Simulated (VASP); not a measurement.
# SiAu3 (Fm-3m) in VASP: single point with PBE

Aim: the single point of SiAu3 with PBE.

Everything below comes from runs of VASP 6.6.1. Logs are shortened: lines on timing, memory, paths and dates and some standing lists are left out, and cuts for length are marked.

## (1) The cell of the first run

Symmetry: Fm-3m, No. 225, cubic system. The conventional cell has a = 6.571 Å, b = 6.571 Å, c = 6.571 Å, α = 90.00°, β = 90.00°, γ = 90.00°. Within 3.7 Å of Si (site symmetry m-3m) lie 14 Au at 2.85 to 3.29 Å. Au (site symmetry -43m) has 4 Si at 2.85 Å and 10 Au at 2.85 to 3.29 Å within 3.7 Å. Au (site symmetry m-3m) has 8 Au at 2.85 Å and 6 Si at 3.29 Å within 3.7 Å.

## (2) Single point, PBE

Contents of INCAR:

```
PREC = Accurate ; ENCUT = 520
EDIFF = 1E-7 ; ISMEAR = -1
SIGMA = 0.15 ; LREAL = False
LASPH = True ; NELM = 100
ALGO = Normal ; ISIF = 2
LWAVE = False ; LCHARG = False
GGA = PE ; NBANDS = 26
```

Contents of KPOINTS:

```
Automatic mesh
0
Gamma
  6 6 6
```

Contents of POSCAR:

```
SiAu3
1.0
    0.0000000000      3.2857340000      3.2857340000
    3.2857340000      0.0000000000      3.2857340000
    3.2857340000      3.2857340000      0.0000000000
Si Au
1 3
Direct
    0.0000000000      0.0000000000      0.0000000000
    0.2500000000      0.2500000000      0.2500000000
    0.7500000000      0.7500000000      0.7500000000
    0.5000000000      0.5000000000      0.5000000000
```

Potentials or basis: VASP PAW PBE potentials, release 64 (Si, Au).

The run is started by

```bash
cat potpaw_PBE.64/Si/POTCAR potpaw_PBE.64/Au/POTCAR > POTCAR
mpirun -np 1 vasp_std > vasp.out
```

OUTCAR:

```text
PREC = Accurate
   ENCUT = 520
   EDIFF = 1E-7
   ISMEAR = -1
   LREAL = False
   LASPH = True
   NELM = 100
   ISIF = 2
   GGA = PE

 ion  position               nearest neighbor table
   1  0.000  0.000  0.000-   2 2.85   3 2.85   3 2.85   3 2.85   3 2.85   2 2.85   2 2.85   2 2.85
                             4 3.29   4 3.29   4 3.29   4 3.29   4 3.29   4 3.29
   2  0.250  0.250  0.250-   1 2.85   4 2.85   1 2.85   1 2.85   1 2.85   4 2.85   4 2.85   4 2.85
                             3 3.29   3 3.29   3 3.29   3 3.29   3 3.29   3 3.29
   3  0.750  0.750  0.750-   1 2.85   4 2.85   4 2.85   4 2.85   4 2.85   1 2.85   1 2.85   1 2.85
                             2 3.29   2 3.29   2 3.29   2 3.29   2 3.29   2 3.29
   4  0.500  0.500  0.500-   2 2.85   3 2.85   2 2.85   2 2.85   2 2.85   3 2.85   3 2.85   3 2.85
                             1 3.29   1 3.29   1 3.29   1 3.29   1 3.29   1 3.29

  LATTYP: Found a face centered cubic cell.
 ALAT       =     6.5714680000

  Lattice vectors:

 A1 = (   0.0000000000,   3.2857340000,   3.2857340000)
 A2 = (   3.2857340000,   0.0000000000,   3.2857340000)
 A3 = (   3.2857340000,   3.2857340000,   0.0000000000)

Analysis of symmetry for initial positions (statically):
=====================================================================
 Subroutine PRICEL returns:
 Original cell was already a primitive cell.

 Routine SETGRP: Setting up the symmetry group for a
 face centered cubic supercell.

 Subroutine GETGRP returns: Found 48 space group operations
 (whereof 48 operations were pure point group operations)
 out of a pool of 48 trial point group operations.

The static configuration has the point symmetry O_h .

Analysis of symmetry for dynamics (positions and initial velocities):
=====================================================================
 Subroutine PRICEL returns:
 Original cell was already a primitive cell.

 Routine SETGRP: Setting up the symmetry group for a
 face centered cubic supercell.

 Subroutine GETGRP returns: Found 48 space group operations
 (whereof 48 operations were pure point group operations)
 out of a pool of 48 trial point group operations.

The dynamic configuration has the point symmetry O_h .

 Subroutine INISYM returns: Found 48 space group operations
 (whereof 48 operations are pure point group operations),
 and found     1 'primitive' translations

----------------------------------------------------------------------------------------

                                     Primitive cell

  volume of cell :      70.9459

  direct lattice vectors                    reciprocal lattice vectors
     0.000000000  3.285734000  3.285734000    -0.152173000  0.152173000  0.152173000
     3.285734000  0.000000000  3.285734000     0.152173000 -0.152173000  0.152173000
     3.285734000  3.285734000  0.000000000     0.152173000  0.152173000 -0.152173000

  length of vectors
     4.646729585  4.646729585  4.646729585     0.263571368  0.263571368  0.263571368

  position of ions in fractional coordinates (direct lattice)
     0.000000000  0.000000000  0.000000000
     0.250000000  0.250000000  0.250000000
     0.750000000  0.750000000  0.750000000
     0.500000000  0.500000000  0.500000000

  ion indices of the primitive-cell ions
   primitive index   ion index
                 1           1
                 2           2
                 3           3
                 4           4

----------------------------------------------------------------------------------------

 KPOINTS: Automatic mesh

Automatic generation of k-mesh.
 Grid dimensions read from file:
 generate k-points for:    6    6    6

 Generating k-lattice:

  Cartesian coordinates                     Fractional coordinates (reciprocal lattice)
    -0.025362167  0.025362167  0.025362167     0.166666667  0.000000000  0.000000000
     0.025362167 -0.025362167  0.025362167     0.000000000  0.166666667  0.000000000
     0.025362167  0.025362167 -0.025362167     0.000000000  0.000000000  0.166666667

  Length of vectors
     0.043928561  0.043928561  0.043928561

  Shift w.r.t. Gamma in fractional coordinates (k-lattice)
     0.000000000  0.000000000  0.000000000

 Subroutine IBZKPT returns following result:
 ===========================================

 Found     16 irreducible k-points:

 Following reciprocal coordinates:
            Coordinates               Weight
  0.000000  0.000000  0.000000      1.000000
  0.166667  0.000000  0.000000      8.000000
  0.333333  0.000000  0.000000      8.000000
  0.500000  0.000000  0.000000      4.000000
  0.166667  0.166667  0.000000      6.000000
  0.333333  0.166667  0.000000     24.000000
[... 8 lines left out ...]
 -0.333333  0.333333  0.166667     24.000000
 -0.333333  0.500000  0.166667     12.000000
   k-points           NKPTS =     16   k-points in BZ     NKDIM =     16   number of bands    NBANDS=     26
   number of dos      NEDOS =    301   number of ions     NIONS =      4
   total plane-waves  NPLWV =  46656
   dimension x,y,z NGX =    36 NGY =   36 NGZ =   36
   dimension x,y,z NGXF=    72 NGYF=   72 NGZF=   72
   ions per type =               1   3
   NGX,Y,Z   is equivalent  to a cutoff of  12.88, 12.88, 12.88 a.u.
   NGXF,Y,Z  is equivalent  to a cutoff of  25.76, 25.76, 25.76 a.u.
 SYSTEM =  unknown system
   PREC   = accura    normal or accurate (medium, high low for compatibility)
   ISTART =      0    job   : 0-new  1-cont  2-samecut
   ICHARG =      2    charge: 1-file 2-atom 10-const
   ISPIN  =      1    spin polarized calculation?
   LNONCOLLINEAR =      F non collinear calculations
   LSORBIT =      F    spin-orbit coupling
   LASPH  =      T    aspherical Exc in radial PAW
   ENCUT  =  520.0 eV  38.22 Ry    6.18 a.u.   8.64  8.64  8.64*2*pi/ulx,y,z
   NELM   =    100;   NELMIN=  2; NELMDL= -5     # of ELM steps
   EDIFF  = 0.1E-06   stopping-criterion for ELM
   LREAL  =      F    real-space projection
   EDIFFG = 0.1E-05   stopping-criterion for IOM
   NSW    =      0    number of steps for IOM
   IBRION =     -1    ionic relax: 0-MD 1-quasi-New 2-CG
   NFREE  =      0    steps in history (QN), initial steepest desc. (CG)
   ISIF   =      2    stress and relaxation
   ISYM   =      2    0-nonsym 1-usesym 2-fastsym
   POTIM  = 0.5000    time-step for ionic-motion
   TEBEG  =    0.0;   TEEND  =   0.0 temperature during run
   PSTRESS=    0.0 pullay stress
   NELECT =      37.0000    total number of electrons
   NUPDOWN=      -1.0000    fix difference up-down
   EMIN   =  10.00;   EMAX   =-10.00  energy-range for DOS
   EFERMI =   0.00;   METHOD = LEGACY
   ISMEAR =    -1;   SIGMA  =   0.15  broadening in eV -4-tet -1-fermi 0-gaus
   EFERMI_NEDOS =   21; number of points for ismear=-14 and -15
   IALGO  =     38    algorithm
   IMIX   =      4    mixing-type and parameters
     AMIX     =   0.40;   BMIX     =  1.00
     AMIX_MAG =   1.60;   BMIX_MAG =  1.00
  volume/ion in A,a.u.               =      17.74       119.69
  Fermi-wavevector in a.u.,A,eV,Ry     =   1.317750  2.490186 23.626039  1.736465
  Thomas-Fermi vector in A             =   2.447769
   LORBIT       =      0    0 simple, 1 ext, 2 COOP (PROOUT), +10 PAW based schemes
   GGA     = PE    functional components
   LHFCALC =     F    Hartree Fock is set to
   AEXX    =    0.0000 exact exchange contribution
   IVDW    =     0    specifies the selected vdW correction
   LEPSILON=     F    determine dielectric tensor
   LRPA    =     F    only Hartree local field effects (RPA)
 non-spin polarized calculation
  energy-cutoff  :      520.00
  volume of cell :       70.95
 maximum number of plane-waves:      1932
 NGX is ok and might be reduce to    36
   NGX = 17   NGY = 17   NGZ = 17

 number of electron      36.9999999 magnetization

 Free energy of the ion-electron system (eV)
  ---------------------------------------------------
  ext. energy  EPLUGINS =         0.00000000
  ---------------------------------------------------
  free energy    TOTEN  =       -14.48050413 eV

  energy without entropy =      -14.40079700  energy(sigma->0) =      -14.44065057

 E-fermi :   9.0886     XC(G=0): -11.9599

 val. band max:        8.6678920261   @ k =  -0.1667   0.1667   0.0000
 cond. band min:       9.2077743450   @ k =   0.3333   0.3333   0.0000
 fundamental gap:      0.5398823189
 Fermi energy:         9.0886213733

 k-point     1 :       0.0000    0.0000    0.0000
  band No.  band energies     occupation
      1      -2.0493      2.00000
      2       2.6097      2.00000
      3       2.6097      2.00000
      4       2.8212      2.00000
      5       2.8212      2.00000
      6       2.8212      2.00000
[... 18 lines left out ...]
     25      15.2115      0.00000
     26      15.2115      0.00000

 k-point     2 :       0.1667    0.0000    0.0000
  band No.  band energies     occupation
      1      -1.7371      2.00000
      2       2.4922      2.00000
      3       2.5745      2.00000
      4       2.5745      2.00000
      5       3.0501      2.00000
      6       3.0501      2.00000
[... 18 lines left out ...]
     25      15.4649      0.00000
     26      15.4649      0.00000

 k-point     3 :       0.3333    0.0000    0.0000
  band No.  band energies     occupation
      1      -0.8994      2.00000
      2       1.9421      2.00000
      3       2.6987      2.00000
      4       2.6987      2.00000
      5       3.2230      2.00000
      6       3.2427      2.00000
[... 18 lines left out ...]
     25      16.4676      0.00000
     26      16.4676      0.00000

 k-point     4 :       0.5000    0.0000    0.0000
  band No.  band energies     occupation
      1      -0.1475      2.00000
      2       1.2628      2.00000
      3       2.8274      2.00000
      4       2.8274      2.00000
      5       3.1062      2.00000
      6       3.2572      2.00000
[... 18 lines left out ...]
     25      17.0322      0.00000
     26      17.5340      0.00000

 k-point     5 :       0.1667    0.1667    0.0000
  band No.  band energies     occupation
      1      -1.6342      2.00000
      2       2.0818      2.00000
      3       2.7817      2.00000
      4       2.9153      2.00000
      5       2.9153      2.00000
      6       3.0184      2.00000
[... 18 lines left out ...]
     25      15.2205      0.00000
     26      17.1476      0.00000

 k-point     6 :       0.3333    0.1667    0.0000
  band No.  band energies     occupation
      1      -0.9807      2.00000
      2       1.7544      2.00000
      3       2.8916      2.00000
      4       2.9042      2.00000
      5       3.0620      2.00000
      6       3.1046      2.00000
[... 195 lines left out ...]
 k-point    13 :       0.5000    0.5000    0.0000
  band No.  band energies     occupation
      1       0.0465      2.00000
      2       1.7282      2.00000
      3       2.3036      2.00000
      4       2.6266      2.00000
      5       3.2383      2.00000
      6       3.2383      2.00000
[... 18 lines left out ...]
     25      17.8909      0.00000
     26      17.8914      0.00000

 k-point    14 :       0.5000    0.3333    0.1667
  band No.  band energies     occupation
      1      -0.3443      2.00000
      2       1.6384      2.00000
      3       2.5937      2.00000
      4       2.9347      2.00000
      5       3.0953      2.00000
      6       3.2691      2.00000
[... 18 lines left out ...]
     25      17.1811      0.00000
     26      18.1483      0.00000

 k-point    15 :      -0.3333    0.3333    0.1667
  band No.  band energies     occupation
      1       0.0427      2.00000
      2       1.8126      2.00000
      3       2.2932      2.00000
      4       2.7390      2.00000
      5       3.2639      2.00000
      6       3.3558      2.00000
[... 18 lines left out ...]
     25      16.4256      0.00000
     26      17.9306      0.00000

 k-point    16 :      -0.3333    0.5000    0.1667
  band No.  band energies     occupation
      1       0.1091      2.00000
      2       1.9238      2.00000
      3       2.1876      2.00000
      4       2.5960      2.00000
      5       3.3257      2.00000
      6       3.4648      2.00000
[... 18 lines left out ...]
     25      17.1684      0.00000
     26      17.8382      0.00000

------------------------ aborting loop because EDIFF is reached ----------------------------------------

  FORCE on cell =-STRESS in cart. coord.  units (eV):
  Direction    XX          YY          ZZ          XY          YZ          ZX
  --------------------------------------------------------------------------------------
  -------------------------------------------------------------------------------------
  Total       -0.3871707     -0.3871707     -0.3871707      0.0000000      0.0000000      0.0000000
  in kB       -8.7435102     -8.7435102     -8.7435102      0.0000000      0.0000000      0.0000000
  external PRESSURE =      -8.7435102 kB  Pullay stress =       0.0000000 kB

 VOLUME and BASIS-vectors are now :
 -----------------------------------------------------------------------------
  energy-cutoff  :      520.00
  volume of cell :       70.95
      direct lattice vectors                 reciprocal lattice vectors
     0.000000000  3.285734000  3.285734000    -0.152173000  0.152173000  0.152173000
     3.285734000  0.000000000  3.285734000     0.152173000 -0.152173000  0.152173000
     3.285734000  3.285734000  0.000000000     0.152173000  0.152173000 -0.152173000

 POSITION                                       TOTAL-FORCE (eV/Angst)
 -----------------------------------------------------------------------------------
      0.00000      0.00000      0.00000         0.000000     -0.000000      0.000000
      1.64287      1.64287      1.64287        -0.000000      0.000000     -0.000000
      4.92860      4.92860      4.92860         0.000000     -0.000000      0.000000
      3.28573      3.28573      3.28573         0.000000     -0.000000      0.000000
 -----------------------------------------------------------------------------------
    total drift:                                0.000000      0.000000      0.000000

  FREE ENERGIE OF THE ION-ELECTRON SYSTEM (eV)
  ---------------------------------------------------
  free  energy   TOTEN  =       -14.4805041320 eV

  energy  without entropy=      -14.4007969981  energy(sigma->0) =      -14.44065057
```

It took 27 s on 1 thread of Intel Xeon Platinum 8259CL at 2.50GHz (Skylake/Cascade Lake), shared host; peak memory 0.2 GiB.

Results:

```yaml
Free_energy: -14.4805 eV
Pressure: -0.9 GPa
```

Caveat: spin-orbit coupling is left out, which moves the levels of the heavy elements.
